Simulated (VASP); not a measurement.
Wanted: the native input for a VASP 6.6.1 run.

| Property | Result |
| --- | --- |
| Task | single point |
| Functional | PBE |
| Potentials or basis | VASP PAW PBE potentials, release 64 (Ti_sv, O) |
| Cutoff | 520 eV |
| k mesh | 6 × 6 × 1 |
| Occupations | gaussian, width 0.1 eV |
| Spin | no spin polarisation |
| Dipole correction | yes |
| Further INCAR settings | LREAL = Auto; ALGO = Normal; EDIFF = 1e-06; NBANDS = 113 |

The structure of Ti16O lies in POSCAR:

```
Ti16O
1.0
    5.8763264167      0.0000000000      0.0000000000
   -2.9381632084      5.0890479578      0.0000000000
    0.0000000000      0.0000000000     22.4042085313
Ti O
16 1
Direct
    0.3333333333      0.1666666667      0.1785378847
    0.3333333333      0.6666666667      0.1785378847
    0.8333333333      0.1666666667      0.1785378847
    0.8333333333      0.6666666667      0.1785378847
    0.1666666667      0.3333333333      0.2823234171
    0.1666666667      0.8333333333      0.2823234171
    0.6666666667      0.3333333333      0.2823234171
    0.6666666667      0.8333333333      0.2823234171
    0.3333333333      0.1666666667      0.3901740107
    0.3333333333      0.6666666667      0.3901740107
    0.8333333333      0.1666666667      0.3901740107
    0.8333333333      0.6666666667      0.3901740107
    0.1666666667      0.3333333333      0.4867035814
    0.1666666667      0.8333333333      0.4867035814
    0.6666666667      0.3333333333      0.4867035814
    0.6666666667      0.8333333333      0.4867035814
    0.5000000000      0.5000000000      0.5294069929
```

These files were run (other wordings do the same):

INCAR

```
PREC = Accurate
ENCUT = 520
EDIFF = 1E-6
ISMEAR = 0
SIGMA = 0.1
LREAL = Auto
LASPH = T
NELM = 80
ALGO = Normal
ISIF = 2
LWAVE = F
LCHARG = F
LDIPOL = T
IDIPOL = 3
DIPOL = 0.5 0.5 0.346
GGA = PE
NBANDS = 113
```

KPOINTS

```
regular mesh
0
Gamma
  6 6 1
```

Potentials or basis: VASP PAW PBE potentials, release 64 (Ti_sv, O).

Run with:

```sh
$ cat potpaw_PBE.64/Ti_sv/POTCAR potpaw_PBE.64/O/POTCAR > POTCAR
$ mpirun -np 1 vasp_std > vasp.out
```

It gave:

```json
{
 "Largest force": "0.658 eV/Å",
 "Band gap on the k mesh": "zero (band 99 reaches 1.63 eV, above the bottom of band 100 at 0.83 eV)"
}
```

It took 22 min on 1 thread of Intel(R) Xeon(R) 6975P-C (Granite Rapids), on a shared host, peak memory 0.92 GiB.
